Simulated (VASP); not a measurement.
Wanted: the native input for a VASP 6.6.1 run.

```
Task                   : relaxation of cell and atoms
Functional             : PBE
Potentials or basis    : VASP PAW PBE potentials, release 64 (Hf_pv, N)
Cutoff                 : 600 eV
k mesh                 : 16 × 16 × 16
Occupations            : gaussian, width 0.1 eV
Spin                   : no spin polarisation
Dipole correction      : no
Further INCAR settings : ALGO = Normal; EDIFF = 1e-07; IBRION = 2; EDIFFG = -0.005; NSW = 100; ISIF = 3
```

The structure of HfN lies in POSCAR:

```
HfN
1.0
    0.0000000000      2.2558601243      2.2558601243
    2.2558601243      0.0000000000      2.2558601243
    2.2558601243      2.2558601243      0.0000000000
Hf N
1 1
Direct
    0.0000000000      0.0000000000      0.0000000000
    0.5000000000      0.5000000000      0.5000000000
```

The input as run:

INCAR

```
PREC = Accurate
ENCUT = 600
EDIFF = 1E-7
ISMEAR = 0
SIGMA = 0.1
LREAL = F
LASPH = T
NELM = 100
ALGO = Normal
ISIF = 3
LWAVE = F
LCHARG = F
GGA = PE
IBRION = 2
NSW = 100
EDIFFG = -0.005
```

KPOINTS

```
Automatic mesh
0
Gamma
  16 16 16
```

Potentials or basis: VASP PAW PBE potentials, release 64 (Hf_pv, N).

Command:

```console
$ cat potpaw_PBE.64/Hf_pv/POTCAR potpaw_PBE.64/N/POTCAR > POTCAR
$ mpirun -np 1 vasp_std > vasp.out
```

Results of the run:

* Relaxed volume: 11.65 Å³/atom
* Relaxed cell: a = 3.206 Å, b = 3.206 Å, c = 3.206 Å, α = 60.00°, β = 60.00°, γ = 60.00°
* Space group after relaxing (to 0.05 Å): Fm-3m (No. 225)
* Energy gained by relaxing: 2.1 meV/atom
* Ionic steps: 3
* Pressure after relaxing: 0.0 GPa

Wall time 48 s on 1 thread of Intel(R) Xeon(R) 6975P-C (Granite Rapids) (shared host), peak memory 0.2 GiB.
